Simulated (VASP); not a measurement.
# MgSe (R-3m) in VASP: relaxation of the atoms with PBEsol

Aim: the relaxation of the atoms of MgSe with PBEsol.

Everything below comes from runs of VASP 6.6.1. Logs are shortened: lines on timing, memory, paths and dates and some standing lists are left out, and cuts for length are marked.

## (1) The cell of the first run

It takes space group R-3m (No. 166, trigonal). The conventional cell has a = 3.845 Å, b = 3.845 Å, c = 9.489 Å, α = 90.00°, β = 90.00°, γ = 120.00°. Within 3.6 Å of Mg (site symmetry -3m) lie 6 Se at 2.73 Å. Se (site symmetry -3m) has 6 Mg at 2.73 Å within 3.6 Å.

## (2) Relaxation of the atoms, PBEsol, non-collinear spin, zero start, spin-orbit coupling (equal xy, yz and zx engineering shears of +0.5 %)

The input, INCAR:

```
SYSTEM = MgSe
  ALGO = Normal
  EDIFF = 1E-7
  EDIFFG = -0.002
  ENCUT = 520
  GGA = PS
  GGA_COMPAT = .FALSE.
  IBRION = 2
  ISIF = 2
  ISMEAR = 0
  KPAR = 4
  LASPH = .TRUE.
  LCHARG = .FALSE.
  LNONCOLLINEAR = .TRUE.
  LORBIT = 11
  LORBMOM = .TRUE.
  LREAL = .FALSE.
  LSORBIT = .TRUE.
  LWAVE = .FALSE.
  MAGMOM = 0 0 0 0 0 0
  NELM = 200
  NELMIN = 4
  NSW = 50
  PREC = Accurate
  SIGMA = 0.01
```

The input, KPOINTS:

```
k-points
0
G
  8 8 8
  0 0 0
```

The input, POSCAR:

```
MgSe
1.0
    0.0136275000      2.7323137500      2.7323137500
    2.7323137500      0.0136275000      2.7323137500
    2.7323137500      2.7323137500      0.0136275000
Mg Se
1 1
Direct
    0.0000000000      0.0000000000      0.0000000000
    0.5000000000      0.5000000000      0.5000000000
```

Potentials or basis: VASP PAW PBE potentials, release 64 (Mg, Se).

Command:

```sh
$ cat potpaw_PBE.64/Mg/POTCAR potpaw_PBE.64/Se/POTCAR > POTCAR
$ mpirun -np 4 vasp_ncl > vasp.out
```

OUTCAR:

```text
SYSTEM = MgSe
   EDIFF = 1E-7
   EDIFFG = -0.002
   ENCUT = 520
   GGA = PS
   IBRION = 2
   ISIF = 2
   ISMEAR = 0
   LASPH = .TRUE.
   LNONCOLLINEAR = .TRUE.
   LORBIT = 11
   LREAL = .FALSE.
   LSORBIT = .TRUE.
   NELM = 200
   NELMIN = 4
   NSW = 50
   PREC = Accurate

 ion  position               nearest neighbor table
   1  0.000  0.000  0.000-   2 2.73   2 2.73   2 2.73   2 2.73   2 2.73   2 2.73
   2  0.500  0.500  0.500-   1 2.73   1 2.73   1 2.73   1 2.73   1 2.73   1 2.73

  LATTYP: Found a trigonal (rhomboedric) cell.
 ALAT       =     3.8640991920
 COS(alpha) =     0.5049812503

  Lattice vectors:

 A1 = (   0.0136275000,   2.7323137500,   2.7323137500)
 A2 = (   2.7323137500,   0.0136275000,   2.7323137500)
 A3 = (   2.7323137500,   2.7323137500,   0.0136275000)

Analysis of symmetry for initial positions (statically):
=====================================================================
 Subroutine PRICEL returns:
 Original cell was already a primitive cell.

 Routine SETGRP: Setting up the symmetry group for a
 trigonal (rhombohedral) supercell.

 Subroutine GETGRP returns: Found 12 space group operations
 (whereof 12 operations were pure point group operations)
 out of a pool of 12 trial point group operations.

The static configuration has the point symmetry D_3d.

Analysis of symmetry for dynamics (positions and initial velocities):
=====================================================================
 Subroutine PRICEL returns:
 Original cell was already a primitive cell.

 Routine SETGRP: Setting up the symmetry group for a
 trigonal (rhombohedral) supercell.

 Subroutine GETGRP returns: Found 12 space group operations
 (whereof 12 operations were pure point group operations)
 out of a pool of 12 trial point group operations.

The dynamic configuration has the point symmetry D_3d.

Analysis of structural, dynamic, and magnetic symmetry:
=====================================================================
 Subroutine PRICEL returns:
 Original cell was already a primitive cell.

 Routine SETGRP: Setting up the symmetry group for a
 trigonal (rhombohedral) supercell.

 Subroutine GETGRP returns: Found 12 space group operations
 (whereof 12 operations were pure point group operations)
 out of a pool of 12 trial point group operations.

The overall configuration has the point symmetry D_3d.

[... 637 lines left out ...]
      0.00000      0.00000      0.00000         0.000000     -0.000000     -0.000000
      2.73913      2.73913      2.73913        -0.000000      0.000000      0.000000
 -----------------------------------------------------------------------------------
    total drift:                                0.000000      0.000000      0.000000

  FREE ENERGIE OF THE ION-ELECTRON SYSTEM (eV)
  ---------------------------------------------------
  free  energy   TOTEN  =        -8.1232301771 eV

  energy  without entropy=       -8.1232301771  energy(sigma->0) =       -8.12323018

 reached required accuracy - stopping structural energy minimisation

 orbital moment (x)

 # of ion     p       d       tot
 ----------------------------------------
  1         0.000   0.000   0.000
  2         0.000   0.000   0.000
 ----------------------------------------
            0.000   0.000   0.000

 orbital moment (y)

 # of ion     p       d       tot
 ----------------------------------------
  1         0.000   0.000   0.000
  2        -0.000  -0.000  -0.000
 ----------------------------------------
           -0.000  -0.000  -0.000

 orbital moment (z)

 # of ion     p       d       tot
 ----------------------------------------
  1         0.000   0.000   0.000
  2        -0.000   0.000  -0.000
 ----------------------------------------
           -0.000   0.000  -0.000

 Spin-Orbit-Coupling matrix elements

 Ion:    1  E_soc:     -0.0000642
 l=   1
     0.0000000    -0.0000106    -0.0000106
    -0.0000106     0.0000000    -0.0000106
    -0.0000106    -0.0000106     0.0000000
 l=   2
     0.0000000     0.0000000     0.0000000     0.0000000    -0.0000001
     0.0000000     0.0000000    -0.0000001     0.0000000    -0.0000000
     0.0000000    -0.0000001     0.0000000    -0.0000001     0.0000000
     0.0000000     0.0000000    -0.0000001     0.0000000    -0.0000000
    -0.0000001    -0.0000000     0.0000000    -0.0000000     0.0000000
 l=   3
     0.0000000     0.0000000     0.0000000     0.0000000     0.0000000     0.0000000     0.0000000
     0.0000000     0.0000000     0.0000000     0.0000000     0.0000000     0.0000000     0.0000000
     0.0000000     0.0000000     0.0000000     0.0000000     0.0000000     0.0000000     0.0000000
     0.0000000     0.0000000     0.0000000     0.0000000     0.0000000     0.0000000     0.0000000
     0.0000000     0.0000000     0.0000000     0.0000000     0.0000000     0.0000000     0.0000000
     0.0000000     0.0000000     0.0000000     0.0000000     0.0000000     0.0000000     0.0000000
     0.0000000     0.0000000     0.0000000     0.0000000     0.0000000     0.0000000     0.0000000

 Ion:    2  E_soc:     -0.0354153
 l=   1
     0.0000000    -0.0058993    -0.0058993
    -0.0058993     0.0000000    -0.0058993
    -0.0058993    -0.0058993     0.0000000
 l=   2
     0.0000000    -0.0000005     0.0000000    -0.0000005    -0.0000028
    -0.0000005     0.0000000    -0.0000021    -0.0000005    -0.0000007
     0.0000000    -0.0000021     0.0000000    -0.0000021     0.0000000
    -0.0000005    -0.0000005    -0.0000021     0.0000000    -0.0000007
    -0.0000028    -0.0000007     0.0000000    -0.0000007     0.0000000
 l=   3
     0.0000000     0.0000000     0.0000000     0.0000000     0.0000000     0.0000000     0.0000000
     0.0000000     0.0000000     0.0000000     0.0000000     0.0000000     0.0000000     0.0000000
     0.0000000     0.0000000     0.0000000     0.0000000     0.0000000     0.0000000     0.0000000
     0.0000000     0.0000000     0.0000000     0.0000000     0.0000000     0.0000000     0.0000000
     0.0000000     0.0000000     0.0000000     0.0000000     0.0000000     0.0000000     0.0000000
     0.0000000     0.0000000     0.0000000     0.0000000     0.0000000     0.0000000     0.0000000
     0.0000000     0.0000000     0.0000000     0.0000000     0.0000000     0.0000000     0.0000000

 total charge

# of ion       s       p       d       tot
------------------------------------------
    1        0.142   0.122   0.034   0.298
    2        1.436   2.493   0.012   3.941
--------------------------------------------------
tot          1.578   2.615   0.046   4.239

 magnetization (x)

# of ion       s       p       d       tot
------------------------------------------
    1        0.000   0.000   0.000   0.000
    2        0.000   0.000   0.000   0.000
--------------------------------------------------
tot          0.000   0.000   0.000   0.000

 magnetization (y)

# of ion       s       p       d       tot
------------------------------------------
    1        0.000   0.000   0.000   0.000
    2       -0.000  -0.000   0.000  -0.000
--------------------------------------------------
tot          0.000  -0.000   0.000   0.000

 magnetization (z)

# of ion       s       p       d       tot
------------------------------------------
    1        0.000  -0.000   0.000   0.000
    2        0.000   0.000   0.000   0.000
--------------------------------------------------
tot          0.000  -0.000   0.000   0.000
```

CONTCAR:

```text
MgSe
   1.00000000000000
     0.0136275000000000    2.7323137499999999    2.7323137499999999
     2.7323137499999999    0.0136275000000000    2.7323137499999999
     2.7323137499999999    2.7323137499999999    0.0136275000000000
  Mg              Se
     1     1
Direct
     0.0000000000000000    0.0000000000000000    0.0000000000000000
     0.5000000000000000    0.5000000000000000    0.5000000000000000

  0.00000000E+00  0.00000000E+00  0.00000000E+00
  0.00000000E+00  0.00000000E+00  0.00000000E+00
```

Run time: 33 s. Hardware: 4 MPI ranks of Intel Xeon Platinum 8488C (Sapphire Rapids), shared host; peak memory 0.3 GiB.

What came out:

- Free energy: -8.1232 eV
- Pressure after relaxing: -0.1 GPa
- Net moment: 0.00 μB per cell
- Valence electrons inside the program's atomic spheres: Mg 0.30; Se 3.94

Final structure:
```yaml
crystal:
  lattice:
    - [0.01363, 2.73231, 2.73231]
    - [2.73231, 0.01363, 2.73231]
    - [2.73231, 2.73231, 0.01363]
  atoms:
    - { symbol: Mg, position: [0.00000, 0.00000, 0.00000] }
    - { symbol: Se, position: [0.50000, 0.50000, 0.50000] }
```

Moments on the atoms (μB; x, y, z):
```
Mg  0.00 0.00 0.00
Se  0.00 0.00 0.00
```

Caveat: the cell differs from its parent crystal (equal xy, yz and zx engineering shears of +0.5 %); the PAW data sets were made with another functional, which shifts forces and pressure a little.
